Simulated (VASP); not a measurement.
# Al2Pt (Fm-3m) in VASP: further runs

Al2Pt is run at these levels: PBE; tasks: single point.

All numbers are computed with VASP 6.6.1; they aren't measurements. Logs are shortened: lines on timing, memory, paths and dates and some standing lists are left out, and cuts for length are marked.

## Step 1: The cell of the first run

It takes space group Fm-3m (No. 225, cubic). Conventional cell: a = 5.698 Å, b = 5.698 Å, c = 5.698 Å, α = 90.00°, β = 90.00°, γ = 90.00°. Al (site symmetry -43m) has 4 Pt at 2.47 Å and 6 Al at 2.85 Å within 3.3 Å. Within 3.3 Å of Pt (site symmetry m-3m) lie 8 Al at 2.47 Å.

## Step 2: Single point, PBE (volume scaled by 0.88)

Contents of INCAR:

```
PREC = Accurate
ENCUT = 520
EDIFF = 1E-6
ISMEAR = 0
SIGMA = 0.1
LREAL = F
LASPH = T
NELM = 100
ALGO = Normal
ISIF = 2
LWAVE = F
LCHARG = F
GGA = PE
NBANDS = 15
```

Contents of KPOINTS:

```
regular mesh
0
Gamma
  12 12 12
```

Contents of POSCAR:

```
Al2Pt
1.0
    0.0000000000      2.8491738288      2.8491738288
    2.8491738288      0.0000000000      2.8491738288
    2.8491738288      2.8491738288      0.0000000000
Al Pt
2 1
Direct
    0.2500000000      0.2500000000      0.2500000000
    0.7500000000      0.7500000000      0.7500000000
    0.0000000000      0.0000000000      0.0000000000
```

Potentials or basis: VASP PAW PBE potentials, release 64 (Al, Pt).

Started as:

```bash
cat potpaw_PBE.64/Al/POTCAR potpaw_PBE.64/Pt/POTCAR > POTCAR
mpirun -np 1 vasp_std > vasp.out
```

OUTCAR:

```text
PREC = Accurate
   ENCUT = 520
   EDIFF = 1E-6
   ISMEAR = 0
   LREAL = F
   LASPH = T
   NELM = 100
   ISIF = 2
   GGA = PE

 ion  position               nearest neighbor table
   1  0.250  0.250  0.250-   3 2.47   3 2.47   3 2.47   3 2.47   2 2.85   2 2.85   2 2.85   2 2.85
                             2 2.85   2 2.85
   2  0.750  0.750  0.750-   3 2.47   3 2.47   3 2.47   3 2.47   1 2.85   1 2.85   1 2.85   1 2.85
                             1 2.85   1 2.85
   3  0.000  0.000  0.000-   1 2.47   2 2.47   2 2.47   2 2.47   2 2.47   1 2.47   1 2.47   1 2.47

  LATTYP: Found a face centered cubic cell.
 ALAT       =     5.6983476576

  Lattice vectors:

 A1 = (   0.0000000000,   2.8491738288,   2.8491738288)
 A2 = (   2.8491738288,   0.0000000000,   2.8491738288)
 A3 = (   2.8491738288,   2.8491738288,   0.0000000000)

Analysis of symmetry for initial positions (statically):
=====================================================================
 Subroutine PRICEL returns:
 Original cell was already a primitive cell.

 Routine SETGRP: Setting up the symmetry group for a
 face centered cubic supercell.

 Subroutine GETGRP returns: Found 48 space group operations
 (whereof 48 operations were pure point group operations)
 out of a pool of 48 trial point group operations.

The static configuration has the point symmetry O_h .

Analysis of symmetry for dynamics (positions and initial velocities):
=====================================================================
 Subroutine PRICEL returns:
 Original cell was already a primitive cell.

 Routine SETGRP: Setting up the symmetry group for a
 face centered cubic supercell.

 Subroutine GETGRP returns: Found 48 space group operations
 (whereof 48 operations were pure point group operations)
 out of a pool of 48 trial point group operations.

The dynamic configuration has the point symmetry O_h .

 Subroutine INISYM returns: Found 48 space group operations
 (whereof 48 operations are pure point group operations),
 and found     1 'primitive' translations

----------------------------------------------------------------------------------------

                                     Primitive cell

  volume of cell :      46.2580

  direct lattice vectors                    reciprocal lattice vectors
     0.000000000  2.849173829  2.849173829    -0.175489468  0.175489468  0.175489468
     2.849173829  0.000000000  2.849173829     0.175489468 -0.175489468  0.175489468
     2.849173829  2.849173829  0.000000000     0.175489468  0.175489468 -0.175489468

  length of vectors
     4.029340270  4.029340270  4.029340270     0.303956675  0.303956675  0.303956675

  position of ions in fractional coordinates (direct lattice)
[... 93 lines left out ...]
   NUPDOWN=      -1.0000    fix difference up-down
   EMIN   =  10.00;   EMAX   =-10.00  energy-range for DOS
   EFERMI =   0.00;   METHOD = LEGACY
   ISMEAR =     0;   SIGMA  =   0.10  broadening in eV -4-tet -1-fermi 0-gaus
   EFERMI_NEDOS =   21; number of points for ismear=-14 and -15
   IALGO  =     38    algorithm
   IMIX   =      4    mixing-type and parameters
     AMIX     =   0.40;   BMIX     =  1.00
     AMIX_MAG =   1.60;   BMIX_MAG =  1.00
  volume/ion in A,a.u.               =      15.42       104.05
  Fermi-wavevector in a.u.,A,eV,Ry     =   1.149174  2.171624 17.967873  1.320601
  Thomas-Fermi vector in A             =   2.285845
   LORBIT       =      0    0 simple, 1 ext, 2 COOP (PROOUT), +10 PAW based schemes
   GGA     = PE    functional components
   LHFCALC =     F    Hartree Fock is set to
   AEXX    =    0.0000 exact exchange contribution
   IVDW    =     0    specifies the selected vdW correction
   LEPSILON=     F    determine dielectric tensor
   LRPA    =     F    only Hartree local field effects (RPA)
 non-spin polarized calculation
 Gauss-broadening in eV      SIGMA  =   0.10
  energy-cutoff  :      520.00
  volume of cell :       46.26
 maximum number of plane-waves:      1283
 NGX is ok and might be reduce to    30
   NGX = 15   NGY = 15   NGZ = 15

 number of electron      16.0000001 magnetization

 Free energy of the ion-electron system (eV)
  ---------------------------------------------------
  ext. energy  EPLUGINS =         0.00000000
  ---------------------------------------------------
  free energy    TOTEN  =       -15.87624207 eV

  energy without entropy =      -15.87080643  energy(sigma->0) =      -15.87352425

 E-fermi :   9.2943     XC(G=0): -11.1887

 val. band max:        9.2439655523   @ k =   0.3333   0.2500   0.0000
 cond. band min:       9.2969450576   @ k =  -0.4167   0.2500   0.0000
 fundamental gap:      0.0529795053
 Fermi energy:         9.2942907794

 k-point     1 :       0.0000    0.0000    0.0000
  band No.  band energies     occupation
      1      -1.7687      2.00000
      2       3.6006      2.00000
      3       3.6006      2.00000
      4       3.6006      2.00000
      5       5.0793      2.00000
      6       5.0793      2.00000
      7      13.0870      0.00000
      8      13.1602      0.00000
      9      13.1602      0.00000
     10      13.1602      0.00000
     11      15.3267      0.00000
     12      15.3267      0.00000
     13      15.3267      0.00000
     14      16.0221      0.00000
[... 401 lines left out ...]
      2       2.7178      2.00000
      3       3.8059      2.00000
      4       4.1764      2.00000
      5       4.9388      2.00000
      6       5.2145      2.00000
      7       5.6968      2.00000
      8       8.7849      2.00000
      9       9.9413      0.00000
     10      13.0635      0.00000
     11      15.3270      0.00000
     12      15.9864      0.00000
     13      16.6936      0.00000
     14      18.8846      0.00000
     15      18.9218      0.00000

 [... further k-points ...]
[... 5 lines left out ...]
  --------------------------------------------------------------------------------------
  -------------------------------------------------------------------------------------
  Total        6.2861214      6.2861214      6.2861214      0.0000000      0.0000000     -0.0000000
  in kB      217.7241026    217.7241026    217.7241026      0.0000000      0.0000000     -0.0000000
  external PRESSURE =     217.7241026 kB  Pullay stress =       0.0000000 kB

 VOLUME and BASIS-vectors are now :
 -----------------------------------------------------------------------------
  energy-cutoff  :      520.00
  volume of cell :       46.26
      direct lattice vectors                 reciprocal lattice vectors
     0.000000000  2.849173829  2.849173829    -0.175489468  0.175489468  0.175489468
     2.849173829  0.000000000  2.849173829     0.175489468 -0.175489468  0.175489468
     2.849173829  2.849173829  0.000000000     0.175489468  0.175489468 -0.175489468

 POSITION                                       TOTAL-FORCE (eV/Angst)
 -----------------------------------------------------------------------------------
      1.42459      1.42459      1.42459        -0.000000     -0.000000     -0.000000
      4.27376      4.27376      4.27376         0.000000      0.000000      0.000000
      0.00000      0.00000      0.00000         0.000000      0.000000      0.000000
 -----------------------------------------------------------------------------------
    total drift:                                0.000000     -0.000000     -0.000000

  FREE ENERGIE OF THE ION-ELECTRON SYSTEM (eV)
  ---------------------------------------------------
  free  energy   TOTEN  =       -15.8762420691 eV

  energy  without entropy=      -15.8708064254  energy(sigma->0) =      -15.87352425
```

stdout:

```text
POSCAR found type information on POSCAR AlPt
 POSCAR found :  2 types and       3 ions
 scaLAPACK will be used
 LDA part: xc-table for (Slater+PW92), standard interpolation
 POSCAR, INCAR and KPOINTS ok, starting setup
 FFT: planning ... GRIDC
 FFT: planning ... GRID_SOFT
 FFT: planning ... GRID
 WAVECAR not read
 entering main loop
```

Wall time 49 s (1 thread of Intel Xeon Platinum 8488C (Sapphire Rapids), shared host); peak memory 0.2 GiB.

Results:

```
Free energy            : -15.8762 eV
Pressure               : 21.8 GPa
Band gap on the k mesh : zero (band 8 reaches 13.16 eV, above the bottom of band 9 at 7.45 eV)
```

Caveat: spin-orbit coupling is left out, which moves the levels of the heavy elements.

## Step 3: Single point, PBE (volume scaled by 0.91)

Contents of INCAR:

```
PREC = Accurate
ENCUT = 520
EDIFF = 1E-6
ISMEAR = 0
SIGMA = 0.1
LREAL = False
LASPH = True
NELM = 100
ALGO = Normal
ISIF = 2
LWAVE = False
LCHARG = False
GGA = PE
NBANDS = 15
```

Contents of KPOINTS:

```
Automatic mesh
0
Gamma
  12 12 12
```

Contents of POSCAR:

```
Al2Pt
1.0
    0.0000000000      2.8811896976      2.8811896976
    2.8811896976      0.0000000000      2.8811896976
    2.8811896976      2.8811896976      0.0000000000
Al Pt
2 1
Direct
    0.2500000000      0.2500000000      0.2500000000
    0.7500000000      0.7500000000      0.7500000000
    0.0000000000      0.0000000000      0.0000000000
```

Potentials or basis: VASP PAW PBE potentials, release 64 (Al, Pt).

Started as:

```bash
cat potpaw_PBE.64/Al/POTCAR potpaw_PBE.64/Pt/POTCAR > POTCAR
mpirun -np 1 vasp_std > vasp.out
```

Wall time 33 s (1 thread of Intel Xeon Platinum 8488C (Sapphire Rapids), shared host); peak memory 0.19 GiB.

It converged, with:

```
Free energy            : -16.0560 eV
Pressure               : 14.9 GPa
Band gap on the k mesh : zero (band 8 reaches 12.71 eV, above the bottom of band 9 at 7.08 eV)
```

Levels at points of the mesh, in eV from the Fermi level:
```csv
k point,band 4,band 5,band 6,band 7,band 8,band 9,band 10,band 11,band 12,band 13
"(0.00, 0.00, 0.00)",-5.50,-4.06,-4.06,3.52,3.85,3.85,3.85,5.83,5.83,5.83
"(0.50, 0.00, 0.00)",-5.17,-3.99,-3.79,-3.79,0.99,0.99,3.89,5.46,5.46,6.09
"(0.50, 0.50, 0.00)",-4.11,-4.11,-3.68,-3.48,-1.78,-1.78,3.47,3.66,8.07,11.42
```

Caveat: spin-orbit coupling is left out, which moves the levels of the heavy elements.

## Step 4: Single point, PBE (volume scaled by 0.94)

Contents of INCAR:

```
SYSTEM = Al2Pt
PREC     = Accurate       ! precision mode
ENCUT    = 520            ! plane-wave cutoff, eV
EDIFF    = 1E-6           ! SCF threshold, eV
ISMEAR   = 0              ! smearing method
SIGMA    = 0.1            ! smearing width, eV
LREAL    = .FALSE.        ! projectors in reciprocal space
LASPH    = .TRUE.         ! aspherical terms in the spheres
NELM     = 60             ! most SCF steps
ALGO     = Fast           ! electronic algorithm
ISIF     = 2              ! what is computed and relaxed
LWAVE    = .FALSE.        ! write WAVECAR
LCHARG   = .TRUE.         ! write CHGCAR
GGA      = PE             ! functional
LELF     = .TRUE.         ! ELF
LVHAR    = .TRUE.       
NBANDS   = 15             ! bands
```

Contents of KPOINTS:

```
Automatic mesh
0
G
  12 12 12
  0 0 0
```

Contents of POSCAR:

```
Al2Pt
1.0
    0.0000000000      2.9125094306      2.9125094306
    2.9125094306      0.0000000000      2.9125094306
    2.9125094306      2.9125094306      0.0000000000
Al Pt
2 1
Direct
    0.2500000000      0.2500000000      0.2500000000
    0.7500000000      0.7500000000      0.7500000000
    0.0000000000      0.0000000000      0.0000000000
```

Potentials or basis: VASP PAW PBE potentials, release 64 (Al, Pt).

Started as:

```bash
cat potpaw_PBE.64/Al/POTCAR potpaw_PBE.64/Pt/POTCAR > POTCAR
mpirun -np 1 vasp_std > vasp.out
```

OUTCAR:

```text
SYSTEM = Al2Pt
   PREC = Accurate
   ENCUT = 520
   EDIFF = 1E-6
   ISMEAR = 0
   LREAL = .FALSE.
   LASPH = .TRUE.
   NELM = 60
   ISIF = 2
   GGA = PE

 ion  position               nearest neighbor table
   1  0.250  0.250  0.250-   3 2.52   3 2.52   3 2.52   3 2.52   2 2.91   2 2.91   2 2.91   2 2.91
                             2 2.91   2 2.91
   2  0.750  0.750  0.750-   3 2.52   3 2.52   3 2.52   3 2.52   1 2.91   1 2.91   1 2.91   1 2.91
                             1 2.91   1 2.91
   3  0.000  0.000  0.000-   2 2.52   2 2.52   2 2.52   1 2.52   2 2.52   1 2.52   1 2.52   1 2.52

  LATTYP: Found a face centered cubic cell.
 ALAT       =     5.8250188612

  Lattice vectors:

 A1 = (   0.0000000000,   2.9125094306,   2.9125094306)
 A2 = (   2.9125094306,   0.0000000000,   2.9125094306)
 A3 = (   2.9125094306,   2.9125094306,   0.0000000000)

Analysis of symmetry for initial positions (statically):
=====================================================================
 Subroutine PRICEL returns:
 Original cell was already a primitive cell.

 Routine SETGRP: Setting up the symmetry group for a
 face centered cubic supercell.

 Subroutine GETGRP returns: Found 48 space group operations
 (whereof 48 operations were pure point group operations)
 out of a pool of 48 trial point group operations.
[... 178 lines left out ...]
      4       3.1361      2.00000
      5       4.5412      2.00000
      6       4.5412      2.00000
      7      11.7184      0.00000
      8      12.2790      0.00000
      9      12.2790      0.00000
     10      12.2790      0.00000
     11      14.0859      0.00000
     12      14.0859      0.00000
     13      14.0859      0.00000
     14      14.9230      0.00000
[... 401 lines left out ...]
      2       2.1780      2.00000
      3       3.3484      2.00000
      4       3.6841      2.00000
      5       4.3412      2.00000
      6       4.6517      2.00000
      7       5.0691      2.00000
      8       7.9401      2.00000
      9       9.0877      0.00000
     10      12.0562      0.00000
     11      14.2299      0.00000
     12      14.7241      0.00000
     13      15.5565      0.00000
     14      17.5573      0.00000
     15      17.7794      0.00000

 [... further k-points ...]
[... 5 lines left out ...]
  --------------------------------------------------------------------------------------
  -------------------------------------------------------------------------------------
  Total        2.7743439      2.7743439      2.7743439      0.0000000      0.0000000      0.0000000
  in kB       89.9578067     89.9578067     89.9578067      0.0000000      0.0000000      0.0000000
  external PRESSURE =      89.9578067 kB  Pullay stress =       0.0000000 kB

 VOLUME and BASIS-vectors are now :
 -----------------------------------------------------------------------------
  energy-cutoff  :      520.00
  volume of cell :       49.41
      direct lattice vectors                 reciprocal lattice vectors
     0.000000000  2.912509431  2.912509431    -0.171673264  0.171673264  0.171673264
     2.912509431  0.000000000  2.912509431     0.171673264 -0.171673264  0.171673264
     2.912509431  2.912509431  0.000000000     0.171673264  0.171673264 -0.171673264

 POSITION                                       TOTAL-FORCE (eV/Angst)
 -----------------------------------------------------------------------------------
      1.45625      1.45625      1.45625        -0.000000      0.000000     -0.000000
      4.36876      4.36876      4.36876         0.000000      0.000000      0.000000
      0.00000      0.00000      0.00000         0.000000     -0.000000      0.000000
 -----------------------------------------------------------------------------------
    total drift:                                0.000000     -0.000000      0.000000

  FREE ENERGIE OF THE ION-ELECTRON SYSTEM (eV)
  ---------------------------------------------------
  free  energy   TOTEN  =       -16.1731656918 eV

  energy  without entropy=      -16.1675538388  energy(sigma->0) =      -16.17035977
```

Run time: 37 s. Hardware: 1 thread of Intel Xeon Platinum 8488C (Sapphire Rapids), shared host; peak memory 0.21 GiB.

Results:

```
Free energy            : -16.1732 eV
Pressure               : 9.0 GPa
Band gap on the k mesh : zero (band 8 reaches 12.28 eV, above the bottom of band 9 at 6.74 eV)
```

Caveat: spin-orbit coupling is left out, which moves the levels of the heavy elements.

[end of part 1 of 2]
